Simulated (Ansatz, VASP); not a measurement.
**In2SbN3: VASP beside Ansatz**

```
In Sb N
1.0
     5.54824    0.00000    0.00000
     0.00000    5.54824    0.00000
     0.00000    0.00000    4.45492
In Sb N
2 1 3
Direct
  0.00000 0.50000 0.50000
  0.50000 0.00000 0.50000
  0.00000 0.00000 0.00000
  0.50000 0.50000 0.12618
  0.50000 0.50000 0.87382
  0.00000 0.00000 0.50000
```

Alike in both runs: functional PBE; k mesh 2 × 2 × 3; occupations gaussian, width 0.15 eV; no spin polarisation.

Ansatz relaxed the structure, and its values are those at the end. VASP's run is a single point on that final structure, the one shown.

```csv
,VASP,Ansatz
version,VASP 6.6.1,Ansatz 0.2.0
potentials or method,"VASP PAW PBE potentials, release 64 (In_d, Sb_d_GW, N), cutoff 600 eV","scalar-relativistic, plane waves, PAW"
valence electrons in the cell,56,56
```

VASP gave:

- gap on the k mesh at the Fermi level (eV): none
- pressure (GPa): 0.7
- rms of the force components (eV/Å): 0.425

Question: Estimate Ansatz's values.

Answer: gap on the k mesh at the Fermi level (eV): none; pressure (GPa): 0.2; rms of the force components (eV/Å): 0.017.

A gap of «none» marks a metal or a gap that the smearing closes. One of these differences is far larger than is usual between the two programs; its cause wasn't traced. The functional is the same, so the differences come from potentials, cutoffs and numerics.

The k mesh is coarse, so the values compare programs but aren't converged. Spin-orbit coupling is off throughout. Noted on VASP's run: the standard files for N, O and F lose accuracy on very short bonds.
